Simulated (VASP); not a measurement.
# BN (e600) (P6_3mc) in VASP: a series of runs, part 2 of 2

VASP 6.6.1.

### Step 4. Single point, PBEsol (strained cell)

File INCAR:

```
SYSTEM = BN
ALGO = Normal
EDIFF = 1E-6
ENCUT = 520
GGA = PS
ISIF = 2
ISMEAR = 0
LASPH = .TRUE.
LCHARG = .FALSE.
LREAL = .FALSE.
LWAVE = .FALSE.
NBANDS = 16
NELM = 100
PREC = Accurate
SIGMA = 0.02
```

File KPOINTS:

```
k-points
0
G
  9 9 6
  0 0 0
```

File POSCAR:

```
BN
1.0
    2.5024521521      0.0000000000      0.0000000000
   -1.2512260760      2.1671871355      0.0000000000
    0.0000000000      0.0000000000      4.2125437422
B N
2 2
Direct
    0.3333333333      0.6666666667      0.0000751913
    0.6666666667      0.3333333333      0.5000751913
    0.3333333333      0.6666666667      0.3739248087
    0.6666666667      0.3333333333      0.8739248087
```

Potentials or basis: VASP PAW PBE potentials, release 64 (B, N).

The run is started by

```bash
> cat potpaw_PBE.64/B/POTCAR potpaw_PBE.64/N/POTCAR > POTCAR
> mpirun -np 1 vasp_std > vasp.out
```

OUTCAR:

```text
SYSTEM = BN
   EDIFF = 1E-6
   ENCUT = 520
   GGA = PS
   ISIF = 2
   ISMEAR = 0
   LASPH = .TRUE.
   LREAL = .FALSE.
   NELM = 100
   PREC = Accurate

 ion  position               nearest neighbor table
   1  0.333  0.667  0.000-   4 1.54   4 1.54   4 1.54   3 1.57
   2  0.667  0.333  0.500-   3 1.54   3 1.54   3 1.54   4 1.57
   3  0.333  0.667  0.374-   2 1.54   2 1.54   2 1.54   1 1.57
   4  0.667  0.333  0.874-   1 1.54   1 1.54   1 1.54   2 1.57

  LATTYP: Found a hexagonal cell.
 ALAT       =     2.5024521521
 C/A-ratio  =     1.6833663487

  Lattice vectors:

 A1 = (   2.5024521521,   0.0000000000,   0.0000000000)
 A2 = (  -1.2512260760,   2.1671871355,   0.0000000000)
 A3 = (   0.0000000000,   0.0000000000,   4.2125437422)

Analysis of symmetry for initial positions (statically):
=====================================================================
 Subroutine PRICEL returns:
 Original cell was already a primitive cell.

 Routine SETGRP: Setting up the symmetry group for a
 hexagonal supercell.

 Subroutine GETGRP returns: Found 12 space group operations
 (whereof  6 operations were pure point group operations)
 out of a pool of 24 trial point group operations.

The static configuration has the point symmetry C_3v.
 The point group associated with its full space group is C_6v.

Analysis of symmetry for dynamics (positions and initial velocities):
=====================================================================
 Subroutine PRICEL returns:
 Original cell was already a primitive cell.

 Routine SETGRP: Setting up the symmetry group for a
 hexagonal supercell.

 Subroutine GETGRP returns: Found 12 space group operations
 (whereof  6 operations were pure point group operations)
 out of a pool of 24 trial point group operations.

The dynamic configuration has the point symmetry C_3v.
 The point group associated with its full space group is C_6v.

[... 117 lines left out ...]
   ISMEAR =     0;   SIGMA  =   0.02  broadening in eV -4-tet -1-fermi 0-gaus
   EFERMI_NEDOS =   21; number of points for ismear=-14 and -15
   IALGO  =     38    algorithm
   IMIX   =      4    mixing-type and parameters
     AMIX     =   0.40;   BMIX     =  1.00
     AMIX_MAG =   1.60;   BMIX_MAG =  1.00
  volume/ion in A,a.u.               =       5.71        38.54
  Fermi-wavevector in a.u.,A,eV,Ry     =   1.453827  2.747334 28.757435  2.113612
  Thomas-Fermi vector in A             =   2.571048
   LORBIT       =      0    0 simple, 1 ext, 2 COOP (PROOUT), +10 PAW based schemes
   GGA     = PS    functional components
   LHFCALC =     F    Hartree Fock is set to
   AEXX    =    0.0000 exact exchange contribution
   IVDW    =     0    specifies the selected vdW correction
   LEPSILON=     F    determine dielectric tensor
   LRPA    =     F    only Hartree local field effects (RPA)
 non-spin polarized calculation
 Gauss-broadening in eV      SIGMA  =   0.02
  energy-cutoff  :      520.00
  volume of cell :       22.85
 maximum number of plane-waves:       628
 NGX is ok and might be reduce to    20
   NGX =  9   NGY =  9   NGZ = 15

 number of electron      15.9999997 magnetization

 Free energy of the ion-electron system (eV)
  ---------------------------------------------------
  ext. energy  EPLUGINS =         0.00000000
  ---------------------------------------------------
  free energy    TOTEN  =       -36.58373067 eV

  energy without entropy =      -36.58373067  energy(sigma->0) =      -36.58373067

 E-fermi :   8.1630     XC(G=0): -13.1732

 val. band max:        7.9833584447   @ k =   0.0000   0.0000   0.0000
 cond. band min:      12.7717859587   @ k =   0.3333   0.3333   0.0000
 fundamental gap:      4.7884275140
 Fermi energy:         8.1630036173

 k-point     1 :       0.0000    0.0000    0.0000
  band No.  band energies     occupation
      1     -12.8790      2.00000
      2      -8.6756      2.00000
      3      -3.4373      2.00000
      4       5.8975      2.00000
      5       5.8975      2.00000
      6       7.5737      2.00000
[... 433 lines left out ...]
      3      -1.5241      2.00000
      4      -0.0817      2.00000
      5      -0.0817      2.00000
      6       1.7076      2.00000
[... 8 lines left out ...]
     15      24.4270      0.00000
     16      24.4270      0.00000

 [... further k-points ...]
[... 5 lines left out ...]
  --------------------------------------------------------------------------------------
  -------------------------------------------------------------------------------------
  Total        2.6147843      2.6147843      0.0227093      0.0000000      0.0000000      0.0000000
  in kB      183.3748726    183.3748726      1.5926021      0.0000000      0.0000000      0.0000000
  external PRESSURE =     122.7807825 kB  Pullay stress =       0.0000000 kB

 VOLUME and BASIS-vectors are now :
 -----------------------------------------------------------------------------
  energy-cutoff  :      520.00
  volume of cell :       22.85
      direct lattice vectors                 reciprocal lattice vectors
     2.502452152  0.000000000  0.000000000     0.399608040  0.230713810  0.000000000
    -1.251226076  2.167187135  0.000000000     0.000000000  0.461427619  0.000000000
     0.000000000  0.000000000  4.212543742     0.000000000  0.000000000  0.237386259

 POSITION                                       TOTAL-FORCE (eV/Angst)
 -----------------------------------------------------------------------------------
     -0.00000      1.44479      0.00032        -0.000000     -0.000000      0.010221
      1.25123      0.72240      2.10659        -0.000000     -0.000000      0.010221
     -0.00000      1.44479      1.57517         0.000000     -0.000000     -0.010221
      1.25123      0.72240      3.68145         0.000000      0.000000     -0.010221
 -----------------------------------------------------------------------------------
    total drift:                               -0.000000      0.000000     -0.000769

  FREE ENERGIE OF THE ION-ELECTRON SYSTEM (eV)
  ---------------------------------------------------
  free  energy   TOTEN  =       -36.5837306719 eV

  energy  without entropy=      -36.5837306719  energy(sigma->0) =      -36.58373067
```

stdout:

```text
POSCAR found type information on POSCAR B N
 POSCAR found :  2 types and       4 ions
 scaLAPACK will be used
 -----------------------------------------------------------------------------
|                                                                             |
|                                                                             |
|     You enforced a specific xc type in the INCAR file but a different       |
|     I HOPE YOU KNOW WHAT YOU ARE DOING!                                     |
|                                                                             |
 -----------------------------------------------------------------------------

 LDA part: xc-table for (Slater+PW92), standard interpolation
 POSCAR, INCAR and KPOINTS ok, starting setup
 FFT: planning ... GRIDC
 FFT: planning ... GRID_SOFT
 FFT: planning ... GRID
 WAVECAR not read
 entering main loop
```

Wall time 14 s (1 thread of Intel Xeon Platinum 8259CL at 2.50GHz (Skylake/Cascade Lake), shared host); peak memory 0.14 GiB.

Results:

```yaml
Free_energy: -36.5837 eV
Pressure: 12.3 GPa
Largest_force: 0.010 eV/Å
Band_gap_on_the_k_mesh: 4.79 eV, indirect (least direct gap 8.15 eV)
```

Forces on the atoms (eV/Å):
```
B    0.000  0.000  0.010
B    0.000  0.000  0.010
N    0.000  0.000 -0.010
N    0.000  0.000 -0.010
```

Stress tensor (GPa, compression positive):
```
18.34  0.00  0.00
 0.00 18.34  0.00
 0.00  0.00  0.16
```

Caveat: the cell differs from its parent crystal (strained cell); the PAW data sets were made with another functional, which shifts forces and pressure a little.

### Step 5. Single point, PBEsol (strained cell)

File INCAR:

```
SYSTEM = BN
PREC     = Accurate       ! precision mode
ENCUT    = 520            ! plane-wave cutoff, eV
EDIFF    = 1E-7           ! SCF threshold, eV
ISMEAR   = 0              ! smearing method
SIGMA    = 0.02           ! smearing width, eV
LREAL    = .FALSE.        ! projectors in reciprocal space
LASPH    = .TRUE.         ! aspherical terms in the spheres
NELM     = 80             ! most SCF steps
ALGO     = Normal         ! electronic algorithm
ISIF     = 2              ! what is computed and relaxed
LWAVE    = .FALSE.        ! write WAVECAR
LCHARG   = .FALSE.        ! write CHGCAR
GGA      = PS             ! functional
NBANDS   = 16             ! bands
```

File KPOINTS:

```
Automatic mesh
0
G
  9 9 6
  0 0 0
```

POSCAR, as its differences from that of step 4:

```diff
@@ -4,3 +4,3 @@
    -1.2512260760      2.1671871355      0.0000000000
-    0.0000000000      0.0000000000      4.2125437422
+    0.0000000000      0.0000000000      4.2103583686
 B N
```

The run is started by

```bash
> cat potpaw_PBE.64/B/POTCAR potpaw_PBE.64/N/POTCAR > POTCAR
> mpirun -np 1 vasp_std > vasp.out
```

Wall time 20 s (1 thread of Intel Xeon Platinum 8259CL at 2.50GHz (Skylake/Cascade Lake), shared host); peak memory 0.13 GiB.

It converged, with:

```
Free energy            : -36.5837 eV
Pressure               : 12.5 GPa
Largest force          : 0.010 eV/Å
Band gap on the k mesh : 4.79 eV, indirect (least direct gap 8.18 eV)
```

Forces on the atoms (eV/Å):
```
B    0.000  0.000  0.010
B    0.000  0.000  0.010
N    0.000  0.000 -0.010
N    0.000  0.000 -0.010
```

Stress tensor (GPa, compression positive):
```
18.39  0.00  0.00
 0.00 18.39  0.00
 0.00  0.00  0.74
```

Levels at points of the mesh, in eV from the valence-band top:
```tsv
k point	band 6	band 7	band 8	band 9	band 10	band 11
(0.00, 0.00, 0.00)	-0.41	0.00	0.00	8.18	8.58	8.58
(0.00, 0.00, 0.50)	-1.16	-1.16	-1.16	9.94	9.94	10.14
```

Caveat: the cell differs from its parent crystal (strained cell); the PAW data sets were made with another functional, which shifts forces and pressure a little. A k mesh can miss the band edges.

### Step 6. The runs side by side

```tsv
cell	gap on the mesh (eV)	pressure (GPa)	largest force (eV/Å)
a = 2.502, b = 2.502, c = 4.114 Å, angles 90.0, 90.0, 120.0°, 4 atoms	4.87	22.9	-
a = 2.502, b = 2.502, c = 4.240 Å, angles 90.0, 90.0, 120.0°, 4 atoms	4.78	9.6	0.01
a = 2.502, b = 2.502, c = 4.213 Å, angles 90.0, 90.0, 120.0°, 4 atoms	4.79	12.3	0.01
a = 2.502, b = 2.502, c = 4.210 Å, angles 90.0, 90.0, 120.0°, 4 atoms	4.79	12.5	0.01
```

Alike in all rows: task single point; level PBEsol; potentials or basis VASP PAW PBE potentials, release 64 (B, N); no spin polarisation; k mesh 9 × 9 × 6; cutoff (eV) 520; smearing gaussian 0.02 eV.

Caveats: the PAW data sets were made with another functional, which shifts forces and pressure a little.

Total energies depend on the potentials used, so only differences within one code and one set of settings carry meaning.
